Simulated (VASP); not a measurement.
# BeS (F-43m) in VASP: notebook

Runs on BeS. Level: PBE. Tasks: single point.

All numbers are computed with VASP 6.6.1; they aren't measurements. Logs are shortened: lines on timing, memory, paths and dates and some standing lists are left out, and cuts for length are marked.

## Step 1: The cell of the first run

Symmetry: F-43m, No. 216, cubic system. Conventional cell: a = 4.827 Å, b = 4.827 Å, c = 4.827 Å, α = 90.00°, β = 90.00°, γ = 90.00°. Be (site symmetry -43m) has 4 S at 2.09 Å within 2.8 Å. Within 2.8 Å of S (site symmetry -43m) lie 4 Be at 2.09 Å.

## Step 2: Single point, PBE (14.05 Å³/atom)

The input, INCAR:

```
SYSTEM = BeS
PREC = Accurate
ENCUT = 520
EDIFF = 1E-6
ISMEAR = 0
SIGMA = 0.01
LREAL = .False.
LASPH = .True.
NELM = 60
ALGO = Normal
ISIF = 2
LWAVE = .False.
LCHARG = .False.
GGA = PE
NBANDS = 11
```

The input, KPOINTS:

```
Automatic mesh
0
Gamma
  8 8 8
  0 0 0
```

The input, POSCAR:

```
BeS
1.0
    0.0000000000      2.4132917425      2.4132917425
    2.4132917425      0.0000000000      2.4132917425
    2.4132917425      2.4132917425      0.0000000000
Be S
1 1
Direct
    0.0000000000      0.0000000000      0.0000000000
    0.2500000000      0.2500000000      0.2500000000
```

Potentials or basis: VASP PAW PBE potentials, release 64 (Be, S).

The run is started by

```console
$ cat potpaw_PBE.64/Be/POTCAR potpaw_PBE.64/S/POTCAR > POTCAR
$ mpirun -np 1 vasp_std > vasp.out
```

OUTCAR:

```text
SYSTEM = BeS
   PREC = Accurate
   ENCUT = 520
   EDIFF = 1E-6
   ISMEAR = 0
   LREAL = .False.
   LASPH = .True.
   NELM = 60
   ISIF = 2
   GGA = PE

 ion  position               nearest neighbor table
   1  0.000  0.000  0.000-   2 2.09   2 2.09   2 2.09   2 2.09
   2  0.250  0.250  0.250-   1 2.09   1 2.09   1 2.09   1 2.09

  LATTYP: Found a face centered cubic cell.
 ALAT       =     4.8265834850

  Lattice vectors:

 A1 = (   0.0000000000,   2.4132917425,   2.4132917425)
 A2 = (   2.4132917425,   0.0000000000,   2.4132917425)
 A3 = (   2.4132917425,   2.4132917425,   0.0000000000)

Analysis of symmetry for initial positions (statically):
=====================================================================
 Subroutine PRICEL returns:
 Original cell was already a primitive cell.

 Routine SETGRP: Setting up the symmetry group for a
 face centered cubic supercell.

 Subroutine GETGRP returns: Found 24 space group operations
 (whereof 24 operations were pure point group operations)
 out of a pool of 48 trial point group operations.

The static configuration has the point symmetry T_d .

Analysis of symmetry for dynamics (positions and initial velocities):
=====================================================================
 Subroutine PRICEL returns:
 Original cell was already a primitive cell.

 Routine SETGRP: Setting up the symmetry group for a
 face centered cubic supercell.

 Subroutine GETGRP returns: Found 24 space group operations
 (whereof 24 operations were pure point group operations)
 out of a pool of 48 trial point group operations.

The dynamic configuration has the point symmetry T_d .

 Subroutine INISYM returns: Found 24 space group operations
 (whereof 24 operations are pure point group operations),
 and found     1 'primitive' translations

----------------------------------------------------------------------------------------

                                     Primitive cell

  volume of cell :      28.1099

  direct lattice vectors                    reciprocal lattice vectors
     0.000000000  2.413291742  2.413291742    -0.207185891  0.207185891  0.207185891
     2.413291742  0.000000000  2.413291742     0.207185891 -0.207185891  0.207185891
     2.413291742  2.413291742  0.000000000     0.207185891  0.207185891 -0.207185891

  length of vectors
     3.412909912  3.412909912  3.412909912     0.358856490  0.358856490  0.358856490

  position of ions in fractional coordinates (direct lattice)
     0.000000000  0.000000000  0.000000000
     0.250000000  0.250000000  0.250000000

  ion indices of the primitive-cell ions
   primitive index   ion index
                 1           1
                 2           2

----------------------------------------------------------------------------------------

 KPOINTS: Automatic mesh

Automatic generation of k-mesh.
 Grid dimensions read from file:
 generate k-points for:    8    8    8

 Generating k-lattice:

  Cartesian coordinates                     Fractional coordinates (reciprocal lattice)
    -0.025898236  0.025898236  0.025898236     0.125000000  0.000000000  0.000000000
     0.025898236 -0.025898236  0.025898236     0.000000000  0.125000000  0.000000000
     0.025898236  0.025898236 -0.025898236     0.000000000  0.000000000  0.125000000

  Length of vectors
     0.044857061  0.044857061  0.044857061

  Shift w.r.t. Gamma in fractional coordinates (k-lattice)
     0.000000000  0.000000000  0.000000000

 Subroutine IBZKPT returns following result:
 ===========================================

 Found     29 irreducible k-points:

 Following reciprocal coordinates:
            Coordinates               Weight
  0.000000  0.000000  0.000000      1.000000
  0.125000  0.000000  0.000000      8.000000
  0.250000  0.000000  0.000000      8.000000
  0.375000  0.000000  0.000000      8.000000
  0.500000  0.000000  0.000000      4.000000
  0.125000  0.125000  0.000000      6.000000
[... 16 lines left out ...]
  0.500000  0.250000  0.125000     48.000000
 -0.375000  0.250000  0.125000     24.000000
 [... further k-points ...]
   k-points           NKPTS =     29   k-points in BZ     NKDIM =     29   number of bands    NBANDS=     11
   number of dos      NEDOS =    301   number of ions     NIONS =      2
   total plane-waves  NPLWV =  21952
   dimension x,y,z NGX =    28 NGY =   28 NGZ =   28
   dimension x,y,z NGXF=    56 NGYF=   56 NGZF=   56
   ions per type =               1   1
   NGX,Y,Z   is equivalent  to a cutoff of  13.64, 13.64, 13.64 a.u.
   NGXF,Y,Z  is equivalent  to a cutoff of  27.28, 27.28, 27.28 a.u.
 SYSTEM =  BeS
   PREC   = accura    normal or accurate (medium, high low for compatibility)
   ISTART =      0    job   : 0-new  1-cont  2-samecut
   ICHARG =      2    charge: 1-file 2-atom 10-const
   ISPIN  =      1    spin polarized calculation?
   LNONCOLLINEAR =      F non collinear calculations
   LSORBIT =      F    spin-orbit coupling
   LASPH  =      T    aspherical Exc in radial PAW
   ENCUT  =  520.0 eV  38.22 Ry    6.18 a.u.   6.35  6.35  6.35*2*pi/ulx,y,z
   NELM   =     60;   NELMIN=  2; NELMDL= -5     # of ELM steps
   EDIFF  = 0.1E-05   stopping-criterion for ELM
   LREAL  =      F    real-space projection
   EDIFFG = 0.1E-04   stopping-criterion for IOM
   NSW    =      0    number of steps for IOM
   IBRION =     -1    ionic relax: 0-MD 1-quasi-New 2-CG
   NFREE  =      0    steps in history (QN), initial steepest desc. (CG)
   ISIF   =      2    stress and relaxation
   ISYM   =      2    0-nonsym 1-usesym 2-fastsym
   POTIM  = 0.5000    time-step for ionic-motion
   TEBEG  =    0.0;   TEEND  =   0.0 temperature during run
   PSTRESS=    0.0 pullay stress
   NELECT =       8.0000    total number of electrons
   NUPDOWN=      -1.0000    fix difference up-down
   EMIN   =  10.00;   EMAX   =-10.00  energy-range for DOS
   EFERMI =   0.00;   METHOD = LEGACY
   ISMEAR =     0;   SIGMA  =   0.01  broadening in eV -4-tet -1-fermi 0-gaus
   EFERMI_NEDOS =   21; number of points for ismear=-14 and -15
   IALGO  =     38    algorithm
   IMIX   =      4    mixing-type and parameters
     AMIX     =   0.40;   BMIX     =  1.00
     AMIX_MAG =   1.60;   BMIX_MAG =  1.00
  volume/ion in A,a.u.               =      14.05        94.85
  Fermi-wavevector in a.u.,A,eV,Ry     =   1.076841  2.034935 15.777139  1.159587
  Thomas-Fermi vector in A             =   2.212737
   LORBIT       =      0    0 simple, 1 ext, 2 COOP (PROOUT), +10 PAW based schemes
   GGA     = PE    functional components
   LHFCALC =     F    Hartree Fock is set to
   AEXX    =    0.0000 exact exchange contribution
   IVDW    =     0    specifies the selected vdW correction
   LEPSILON=     F    determine dielectric tensor
   LRPA    =     F    only Hartree local field effects (RPA)
 non-spin polarized calculation
 Gauss-broadening in eV      SIGMA  =   0.01
  energy-cutoff  :      520.00
  volume of cell :       28.11
 maximum number of plane-waves:       775
 NGX is ok and might be reduce to    28
   NGX = 13   NGY = 13   NGZ = 13

 number of electron       8.0000000 magnetization

 Free energy of the ion-electron system (eV)
  ---------------------------------------------------
  ext. energy  EPLUGINS =         0.00000000
  ---------------------------------------------------
  free energy    TOTEN  =       -10.00502137 eV

  energy without entropy =      -10.00502137  energy(sigma->0) =      -10.00502137

 E-fermi :   4.4425     XC(G=0):  -9.7910

 val. band max:        4.3263845998   @ k =   0.0000   0.0000   0.0000
 cond. band min:       7.4041208054   @ k =   0.5000   0.5000   0.0000
 fundamental gap:      3.0777362057
 Fermi energy:         4.4424853942

 k-point     1 :       0.0000    0.0000    0.0000
  band No.  band energies     occupation
      1      -9.4650      2.00000
      2       4.3264      2.00000
      3       4.3264      2.00000
      4       4.3264      2.00000
      5       9.9896      0.00000
      6       9.9896      0.00000
      7       9.9896      0.00000
      8      10.3363      0.00000
      9      17.1685      0.00000
     10      17.1685      0.00000
     11      19.3118      0.00000

 k-point     2 :       0.1250    0.0000    0.0000
  band No.  band energies     occupation
      1      -9.2842      2.00000
      2       3.1082      2.00000
      3       4.1224      2.00000
      4       4.1224      2.00000
      5       9.9667      0.00000
      6      10.3529      0.00000
      7      10.3529      0.00000
      8      11.5936      0.00000
      9      16.4727      0.00000
     10      16.4727      0.00000
     11      19.1239      0.00000

 k-point     3 :       0.2500    0.0000    0.0000
  band No.  band energies     occupation
      1      -8.7850      2.00000
      2       0.9729      2.00000
      3       3.7167      2.00000
      4       3.7167      2.00000
      5       9.9270      0.00000
      6      10.9041      0.00000
      7      10.9041      0.00000
      8      13.7121      0.00000
      9      16.2360      0.00000
     10      16.2360      0.00000
     11      18.6676      0.00000

 k-point     4 :       0.3750    0.0000    0.0000
  band No.  band energies     occupation
      1      -8.1480      2.00000
      2      -0.8181      2.00000
      3       3.3908      2.00000
      4       3.3908      2.00000
      5       9.8801      0.00000
      6      10.9644      0.00000
      7      10.9644      0.00000
      8      15.1981      0.00000
      9      17.6148      0.00000
     10      17.6148      0.00000
     11      18.8747      0.00000

 k-point     5 :       0.5000    0.0000    0.0000
  band No.  band energies     occupation
      1      -7.8141      2.00000
      2      -1.5556      2.00000
      3       3.2720      2.00000
      4       3.2720      2.00000
      5       9.8584      0.00000
      6      10.8852      0.00000
      7      10.8852      0.00000
      8      15.6033      0.00000
      9      19.3342      0.00000
     10      19.3342      0.00000
     11      19.6512      0.00000
[... 211 lines left out ...]
 k-point    21 :       0.5000    0.5000    0.0000
  band No.  band energies     occupation
      1      -7.2571      2.00000
      2      -0.7676      2.00000
      3       1.6347      2.00000
      4       1.6347      2.00000
      5       7.4041      0.00000
      6       9.2315      0.00000
      7      17.2274      0.00000
      8      17.2274      0.00000
      9      20.0805      0.00000
     10      20.7736      0.00000
     11      21.3277      0.00000

 k-point    22 :       0.3750    0.2500    0.1250
  band No.  band energies     occupation
      1      -8.3765      2.00000
      2       0.7415      2.00000
      3       2.1378      2.00000
      4       3.1841      2.00000
      5       9.8600      0.00000
      6      11.6522      0.00000
      7      11.8755      0.00000
      8      12.9349      0.00000
      9      16.0289      0.00000
     10      18.8334      0.00000
     11      20.3964      0.00000

 k-point    23 :       0.5000    0.2500    0.1250
  band No.  band energies     occupation
      1      -7.8150      2.00000
      2      -0.4450      2.00000
      3       1.5979      2.00000
      4       2.7016      2.00000
      5      10.3333      0.00000
      6      11.1728      0.00000
      7      12.8606      0.00000
      8      13.6653      0.00000
      9      17.0500      0.00000
     10      18.8314      0.00000
     11      20.9323      0.00000

 k-point    24 :      -0.3750    0.2500    0.1250
  band No.  band energies     occupation
      1      -7.5313      2.00000
      2      -1.0141      2.00000
      3       1.5044      2.00000
      4       2.4502      2.00000
      5      10.4184      0.00000
      6      10.9540      0.00000
      7      13.5306      0.00000
      8      14.9138      0.00000
      9      15.8390      0.00000
     10      19.7427      0.00000
     11      20.4280      0.00000

 [... further k-points ...]

------------------------ aborting loop because EDIFF is reached ----------------------------------------

  FORCE on cell =-STRESS in cart. coord.  units (eV):
  Direction    XX          YY          ZZ          XY          YZ          ZX
  --------------------------------------------------------------------------------------
  -------------------------------------------------------------------------------------
  Total        0.5317659      0.5317659      0.5317659      0.0000000      0.0000000     -0.0000000
  in kB       30.3089972     30.3089972     30.3089972      0.0000000      0.0000000     -0.0000000
  external PRESSURE =      30.3089972 kB  Pullay stress =       0.0000000 kB

 VOLUME and BASIS-vectors are now :
 -----------------------------------------------------------------------------
  energy-cutoff  :      520.00
  volume of cell :       28.11
      direct lattice vectors                 reciprocal lattice vectors
     0.000000000  2.413291742  2.413291742    -0.207185891  0.207185891  0.207185891
     2.413291742  0.000000000  2.413291742     0.207185891 -0.207185891  0.207185891
     2.413291742  2.413291742  0.000000000     0.207185891  0.207185891 -0.207185891

 POSITION                                       TOTAL-FORCE (eV/Angst)
 -----------------------------------------------------------------------------------
      0.00000      0.00000      0.00000         0.000000      0.000000      0.000000
      1.20665      1.20665      1.20665        -0.000000     -0.000000     -0.000000
 -----------------------------------------------------------------------------------
    total drift:                                0.000000      0.000000      0.000000

  FREE ENERGIE OF THE ION-ELECTRON SYSTEM (eV)
  ---------------------------------------------------
  free  energy   TOTEN  =       -10.0050213660 eV

  energy  without entropy=      -10.0050213660  energy(sigma->0) =      -10.00502137
```

Wall time 11 s (1 thread of Intel Xeon 8259CL, shared host); peak memory 0.15 GiB.

What came out:

```
Free energy            : -10.0050 eV
Pressure               : 3.0 GPa
Band gap on the k mesh : 3.08 eV (least direct gap 5.66 eV)
```

Caveat: the cell stands under pressure.

(Continued in part 2 of 2.)
